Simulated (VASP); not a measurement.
# In2O3 (I2_13) in VASP: electric field gradients with PBE

Aim: the electric field gradients of In2O3 with PBE.

All numbers are computed with VASP 6.6.1; they aren't measurements. Logs are shortened: lines on timing, memory, paths and dates and some standing lists are left out, and cuts for length are marked.

### 1 The cell of the first run

The typed cell holds 40 atoms: a = 8.764 Å, b = 8.764 Å, c = 8.764 Å, α = 109.47°, β = 109.47°, γ = 109.47°.

### 2 Electric field gradients, PBE

The input, INCAR:

```
SYSTEM = In2O3
  ALGO = Normal
  EDIFF = 1E-8
  ENCUT = 520
  GGA = PE
  ISIF = 2
  ISMEAR = -1
  LASPH = .True.
  LCHARG = .False.
  LEFG = .True.
  LREAL = Auto
  LWAVE = .False.
  NBANDS = 202
  NELM = 80
  PREC = Accurate
  SIGMA = 0.02
```

The input, KPOINTS:

```
k-points
0
Gamma
  3 3 3
  0 0 0
```

The input, POSCAR:

```
In2O3
1.0
   -5.0600000000      5.0600000000      5.0600000000
    5.0600000000     -5.0600000000      5.0600000000
    5.0600000000      5.0600000000     -5.0600000000
In O
16 24
Direct
    0.5000563614      0.5000563614      0.5000563614
    0.5000000000      0.0000000000     -0.0000563614
   -0.0000563614      0.5000000000      0.0000000000
    0.0000000000     -0.0000563614      0.5000000000
    0.2500000000      0.2162312703     -0.0337687297
    0.7500000000      0.2837687297      0.5337687297
   -0.0337687297      0.2500000000      0.2162312703
    0.5337687297      0.7500000000      0.2837687297
    0.2162312703     -0.0337687297      0.2500000000
    0.2837687297      0.5337687297      0.7500000000
    0.2500000000      0.7162957176      0.4662957176
    0.7500000000      0.7837042824      1.0337042824
    0.4662957176      0.2500000000      0.7162957176
    1.0337042824      0.7500000000      0.7837042824
    0.7162957176      0.4662957176      0.2500000000
    0.7837042824      1.0337042824      0.7500000000
    0.4541760290      0.4638612255      0.2274374085
    0.7364238170      0.2267386204      0.2725625915
    0.0458239710      0.2732613796      0.0096851965
    0.7635761830      0.0361387745      0.4903148035
    0.2274374085      0.4541760290      0.4638612255
    0.2725625915      0.7364238170      0.2267386204
    0.0096851965      0.0458239710      0.2732613796
    0.4903148035      0.7635761830      0.0361387745
    0.4638612255      0.2274374085      0.4541760290
    0.2267386204      0.2725625915      0.7364238170
    0.2732613796      0.0096851965      0.0458239710
    0.0361387745      0.4903148035      0.7635761830
    0.7725646483      0.5457685786      0.5360924082
    0.5096761704      0.2364722401     -0.0360924082
    0.7274353517      0.2635277599      0.7732039303
   -0.0096761704     -0.0457685786      0.7267960697
    0.5360924082      0.7725646483      0.5457685786
   -0.0360924082      0.5096761704      0.2364722401
    0.7732039303      0.7274353517      0.2635277599
    0.7267960697     -0.0096761704     -0.0457685786
    0.5457685786      0.5360924082      0.7725646483
    0.2364722401     -0.0360924082      0.5096761704
    0.2635277599      0.7732039303      0.7274353517
   -0.0457685786      0.7267960697     -0.0096761704
```

Potentials or basis: VASP PAW PBE potentials, release 64 (In_d, O).

Launch:

```sh
$ cat potpaw_PBE.64/In_d/POTCAR potpaw_PBE.64/O/POTCAR > POTCAR
$ mpirun -np 1 vasp_std > vasp.out
```

OUTCAR:

```text
SYSTEM = In2O3
   EDIFF = 1E-8
   ENCUT = 520
   GGA = PE
   ISIF = 2
   ISMEAR = -1
   LASPH = .True.
   LREAL = Auto
   NELM = 80
   PREC = Accurate

 ion  position               nearest neighbor table
   1  0.500  0.500  0.500-  37 2.18  33 2.18  29 2.18  17 2.18  21 2.18  25 2.18   6 3.35   8 3.35
                            10 3.35  11 3.35  13 3.35  15 3.35  14 3.83  16 3.83  12 3.83   5 3.83
   2  0.500  0.000  1.000-  30 2.18  36 2.18  39 2.18  27 2.18  18 2.18  24 2.18   5 3.35   7 3.35
                            10 3.35  12 3.35  14 3.35  15 3.35  13 3.83  16 3.83  11 3.83   8 3.83
   3  1.000  0.500  0.000-  31 2.18  34 2.18  40 2.18  19 2.18  22 2.18  28 2.18   6 3.35   7 3.35
                             9 3.35  11 3.35  14 3.35  16 3.35  15 3.83  12 3.83  13 3.83   5 3.83
   4  0.000  1.000  0.500-  35 2.18  38 2.18  32 2.18  23 2.18  26 2.18  20 2.18   5 3.35   8 3.35
                             9 3.35  12 3.35  13 3.35  16 3.35  14 3.83  11 3.83  15 3.83   7 3.83
   5  0.250  0.216  0.966-  17 2.13  19 2.13  26 2.19  27 2.19  30 2.23  32 2.23   2 3.35   4 3.35
                            14 3.36  13 3.36  15 3.36  16 3.36   3 3.83   1 3.83  10 3.84   9 3.84
   6  0.750  0.284  0.534-  18 2.13  20 2.13  28 2.19  25 2.19  29 2.23  31 2.23   1 3.35   3 3.35
                            13 3.36  14 3.36  16 3.36  15 3.36   4 3.83   2 3.83   7 3.84  10 3.84
   7  0.966  0.250  0.216-  21 2.13  23 2.13  18 2.19  19 2.19  34 2.23  36 2.23   2 3.35   3 3.35
                            15 3.36  16 3.36  11 3.36  12 3.36   1 3.83   4 3.83   6 3.84  10 3.84
   8  0.534  0.750  0.284-  22 2.13  24 2.13  20 2.19  17 2.19  33 2.23  35 2.23   1 3.35   4 3.35
                            15 3.36  16 3.36  12 3.36  11 3.36   2 3.83   3 3.83  10 3.84   5 3.84
   9  0.216  0.966  0.250-  25 2.13  27 2.13  22 2.19  23 2.19  38 2.23  40 2.23   3 3.35   4 3.35
[... 37 lines left out ...]
  39  0.264  0.773  0.727-  11 2.13   2 2.18  14 2.19  10 2.23
  40  0.954  0.727  0.990-  12 2.13   3 2.18  14 2.19   9 2.23

  LATTYP: Found a body centered cubic cell.
 ALAT       =    10.1200000000

  Lattice vectors:

 A1 = (  -5.0600000000,   5.0600000000,   5.0600000000)
 A2 = (   5.0600000000,  -5.0600000000,   5.0600000000)
 A3 = (   5.0600000000,   5.0600000000,  -5.0600000000)

Analysis of symmetry for initial positions (statically):
=====================================================================
 Subroutine PRICEL returns:
 Original cell was already a primitive cell.

 Routine SETGRP: Setting up the symmetry group for a
 body centered cubic supercell.

 Subroutine GETGRP returns: Found 12 space group operations
 (whereof  3 operations were pure point group operations)
 out of a pool of 48 trial point group operations.

The static configuration has the point symmetry C_3 .
 The point group associated with its full space group is T   .

Analysis of symmetry for dynamics (positions and initial velocities):
=====================================================================
 Subroutine PRICEL returns:
 Original cell was already a primitive cell.

 Routine SETGRP: Setting up the symmetry group for a
 body centered cubic supercell.

 Subroutine GETGRP returns: Found 12 space group operations
 (whereof  3 operations were pure point group operations)
 out of a pool of 48 trial point group operations.

The dynamic configuration has the point symmetry C_3 .
 The point group associated with its full space group is T   .

 Subroutine INISYM returns: Found 12 space group operations
 (whereof  3 operations are pure point group operations),
 and found     1 'primitive' translations

----------------------------------------------------------------------------------------

                                     Primitive cell

  volume of cell :     518.2169

  direct lattice vectors                    reciprocal lattice vectors
    -5.060000000  5.060000000  5.060000000     0.000000000  0.098814229  0.098814229
     5.060000000 -5.060000000  5.060000000     0.098814229  0.000000000  0.098814229
     5.060000000  5.060000000 -5.060000000     0.098814229  0.098814229  0.000000000

  length of vectors
     8.764177086  8.764177086  8.764177086     0.139744423  0.139744423  0.139744423

  position of ions in fractional coordinates (direct lattice)
     0.500056361  0.500056361  0.500056361
     0.500000000  0.000000000  0.999943639
     0.999943639  0.500000000  0.000000000
     0.000000000  0.999943639  0.500000000
     0.250000000  0.216231270  0.966231270
     0.750000000  0.283768730  0.533768730
[... 32 lines left out ...]
     0.263527760  0.773203930  0.727435352
[... 113 lines left out ...]
   IMIX   =      4    mixing-type and parameters
     AMIX     =   0.40;   BMIX     =  1.00
     AMIX_MAG =   1.60;   BMIX_MAG =  1.00
  volume/ion in A,a.u.               =      12.96        87.43
  Fermi-wavevector in a.u.,A,eV,Ry     =   1.439081  2.719469 28.177037  2.070954
  Thomas-Fermi vector in A             =   2.557976
   LORBIT       =      0    0 simple, 1 ext, 2 COOP (PROOUT), +10 PAW based schemes
   GGA     = PE    functional components
   LHFCALC =     F    Hartree Fock is set to
   AEXX    =    0.0000 exact exchange contribution
   IVDW    =     0    specifies the selected vdW correction
   LEPSILON=     F    determine dielectric tensor
   LRPA    =     F    only Hartree local field effects (RPA)
 non-spin polarized calculation
  energy-cutoff  :      520.00
  volume of cell :      518.22
 maximum number of plane-waves:     14027
 NGX is ok and might be reduce to    70
   NGX = 33   NGY = 33   NGZ = 33

 number of electron     352.0000041 magnetization

 Free energy of the ion-electron system (eV)
  ---------------------------------------------------
  ext. energy  EPLUGINS =         0.00000000
  ---------------------------------------------------
  free energy    TOTEN  =      -222.37181828 eV

  energy without entropy =     -222.37181828  energy(sigma->0) =     -222.37181828

 E-fermi :   5.9851     XC(G=0): -11.0228

 val. band max:        5.5240527558   @ k =   0.0000   0.0000   0.0000
 cond. band min:       6.7219819035   @ k =   0.0000   0.0000   0.0000
 fundamental gap:      1.1979291477
 Fermi energy:         5.9851319685

 k-point     1 :       0.0000    0.0000    0.0000
  band No.  band energies     occupation
      1     -12.2818      2.00000
      2     -11.6681      2.00000
      3     -11.6681      2.00000
      4     -11.5904      2.00000
      5     -11.5904      2.00000
      6     -11.5904      2.00000
[... 753 lines left out ...]
    187      12.0402      0.00000
    188      12.1427      0.00000
 [bands above 188 left out]

------------------------ aborting loop because EDIFF is reached ----------------------------------------

  FORCE on cell =-STRESS in cart. coord.  units (eV):
  Direction    XX          YY          ZZ          XY          YZ          ZX
  --------------------------------------------------------------------------------------
  -------------------------------------------------------------------------------------
  Total       27.4431152     27.4431152     27.4431152      0.0000000      0.0000000      0.0000000
  in kB       84.8462105     84.8462105     84.8462105      0.0000000      0.0000000      0.0000000
  external PRESSURE =      84.8462105 kB  Pullay stress =       0.0000000 kB

 VOLUME and BASIS-vectors are now :
 -----------------------------------------------------------------------------
  energy-cutoff  :      520.00
  volume of cell :      518.22
      direct lattice vectors                 reciprocal lattice vectors
    -5.060000000  5.060000000  5.060000000     0.000000000  0.098814229  0.098814229
     5.060000000 -5.060000000  5.060000000     0.098814229  0.000000000  0.098814229
     5.060000000  5.060000000 -5.060000000     0.098814229  0.098814229  0.000000000

 POSITION                                       TOTAL-FORCE (eV/Angst)
 -----------------------------------------------------------------------------------
      2.53029      2.53029      2.53029        -0.006714     -0.006714     -0.006714
      2.52971      7.58971     -2.52971         0.006714      0.006714     -0.006714
     -2.52971      2.52971      7.58971        -0.006714      0.006714      0.006714
      7.58971     -2.52971      2.52971         0.006714     -0.006714      0.006714
      4.71826      5.06000     -2.53000         0.006831     -0.000000      0.000000
      0.34174      5.06000      2.53000        -0.006831     -0.000000      0.000000
[... 32 lines left out ...]
      6.25978      1.10186      1.56504         0.010777      0.003842      0.011414
      3.86022      6.16186      3.49496        -0.010777      0.003842     -0.011414
 -----------------------------------------------------------------------------------
    total drift:                               -0.000000     -0.000000      0.000000

  FREE ENERGIE OF THE ION-ELECTRON SYSTEM (eV)
  ---------------------------------------------------
  free  energy   TOTEN  =      -222.3718182797 eV

  energy  without entropy=     -222.3718182797  energy(sigma->0) =     -222.37181828

 Electric field gradients (V/A^2)
---------------------------------------------------------------------
 ion       V_xx      V_yy      V_zz      V_xy      V_xz      V_yz
---------------------------------------------------------------------
   1      -0.000    -0.000     0.000    39.353    39.353    39.353
   2       0.000     0.000    -0.000    39.353   -39.352   -39.352
   3      -0.000     0.000     0.000   -39.352   -39.352    39.353
   4       0.000    -0.000     0.000   -39.352    39.353   -39.352
   5      -2.033   -14.754    16.787    -0.000    -0.000   -45.525
   6      -2.033   -14.754    16.787    -0.000    -0.000    45.526
[... 32 lines left out ...]
  39       5.316    -0.573    -4.743    12.814   -14.379     9.954
  40       5.317    -0.575    -4.742   -12.813   -14.382    -9.953
---------------------------------------------------------------------

 Electric field gradients after diagonalization (V/A^2)
 (convention: |V_zz| > |V_xx| > |V_yy|)
----------------------------------------------------------------------
 ion       V_xx      V_yy      V_zz     asymmetry (V_yy - V_xx)/ V_zz
----------------------------------------------------------------------
   1     -39.353   -39.353    78.705       0.000
   2     -39.353   -39.352    78.704       0.000
   3     -39.353   -39.352    78.704       0.000
   4     -39.353   -39.352    78.704       0.000
   5     -47.163    -2.033    49.196       0.917
   6     -47.163    -2.033    49.197       0.917
[... 32 lines left out ...]
  39      17.571     7.464   -25.034       0.404
  40      17.572     7.462   -25.034       0.404
----------------------------------------------------------------------

           NMR quadrupolar parameters

 Cq : quadrupolar parameter    Cq=e*Q*V_zz/h
 eta: asymmetry parameters     (V_yy - V_xx)/ V_zz
 Q  : nuclear electric quadrupole moment in mb (millibarn)
----------------------------------------------------------------------
 ion       Cq(MHz)       eta       Q (mb)
----------------------------------------------------------------------
   1       0.190       0.000       1.000
   2       0.190       0.000       1.000
   3       0.190       0.000       1.000
   4       0.190       0.000       1.000
   5       0.119       0.917       1.000
   6       0.119       0.917       1.000
[... 32 lines left out ...]
  39      -0.061       0.404       1.000
  40      -0.061       0.404       1.000
----------------------------------------------------------------------
```

It took 18 min on 1 thread of AMD EPYC 9R14 (Zen 4), shared host; peak memory 0.78 GiB.

Results:

```
Free energy                             : -222.3718 eV
Pressure                                : 8.5 GPa
Largest force                           : 0.016 eV/Å
Band gap on the k mesh                  : 1.20 eV
Largest electric field gradient by atom : In +78.7, +49.2, +49.3 (each value once); O -25.1, -25.0 (each value once) V/Å²
```

Forces in eV/Å, atoms in the order of the input:
```
In  -0.007 -0.007 -0.007
In   0.007  0.007 -0.007
In  -0.007  0.007  0.007
In   0.007 -0.007  0.007
In   0.007  0.000  0.000
In  -0.007  0.000  0.000
In   0.000  0.007  0.000
In   0.000 -0.007  0.000
In   0.000  0.000  0.007
In   0.000  0.000 -0.007
In  -0.008  0.000  0.000
In   0.008  0.000  0.000
In   0.000 -0.008  0.000
In   0.000  0.008  0.000
In   0.000  0.000 -0.008
In   0.000  0.000  0.008
O    0.010  0.009 -0.005
O   -0.010 -0.009 -0.005
O    0.010 -0.009  0.005
O   -0.010  0.009  0.005
O   -0.005  0.010  0.009
O   -0.005 -0.010 -0.009
O    0.005  0.010 -0.009
O    0.005 -0.010  0.009
O    0.009 -0.005  0.010
O   -0.009 -0.005 -0.010
O   -0.009  0.005  0.010
O    0.009  0.005 -0.010
O    0.011 -0.011 -0.004
O   -0.011  0.011 -0.004
O    0.011  0.011  0.004
O   -0.011 -0.011  0.004
O   -0.004  0.011 -0.011
O   -0.004 -0.011  0.011
O    0.004  0.011  0.011
O    0.004 -0.011 -0.011
O   -0.011 -0.004  0.011
O    0.011 -0.004 -0.011
O    0.011  0.004  0.011
O   -0.011  0.004 -0.011
```

Electric field gradients, principal values (V/Å²):
```tsv
atom	least	middle	greatest (by size)
1 In	-39.353	-39.353	78.705
2 In	-39.352	-39.353	78.704
3 In	-39.352	-39.353	78.704
4 In	-39.352	-39.353	78.704
5 In	-2.033	-47.163	49.196
6 In	-2.033	-47.163	49.197
7 In	-2.033	-47.163	49.196
8 In	-2.033	-47.163	49.197
9 In	-2.033	-47.163	49.196
10 In	-2.033	-47.163	49.197
11 In	-2.164	-47.132	49.295
12 In	-2.163	-47.132	49.295
13 In	-2.164	-47.132	49.295
14 In	-2.163	-47.132	49.295
15 In	-2.164	-47.132	49.295
16 In	-2.163	-47.132	49.295
17 O	7.403	17.651	-25.054
18 O	7.408	17.646	-25.054
19 O	7.406	17.648	-25.055
20 O	7.408	17.647	-25.055
21 O	7.403	17.651	-25.054
22 O	7.408	17.646	-25.054
23 O	7.406	17.648	-25.055
24 O	7.408	17.647	-25.055
25 O	7.403	17.651	-25.054
26 O	7.408	17.646	-25.054
27 O	7.406	17.648	-25.055
28 O	7.408	17.647	-25.055
29 O	7.459	17.575	-25.034
30 O	7.464	17.571	-25.035
31 O	7.464	17.571	-25.034
32 O	7.462	17.572	-25.034
33 O	7.459	17.575	-25.034
34 O	7.464	17.571	-25.035
35 O	7.464	17.571	-25.034
36 O	7.462	17.572	-25.034
37 O	7.459	17.575	-25.034
38 O	7.464	17.571	-25.035
39 O	7.464	17.571	-25.034
40 O	7.462	17.572	-25.034
```

Caveat: the cell stands under pressure; without QUAD_EFG the Cq values of the log hold for a quadrupole moment of 1 mb, not for the nuclei; spin-orbit coupling is left out, which moves the levels of the heavy elements.
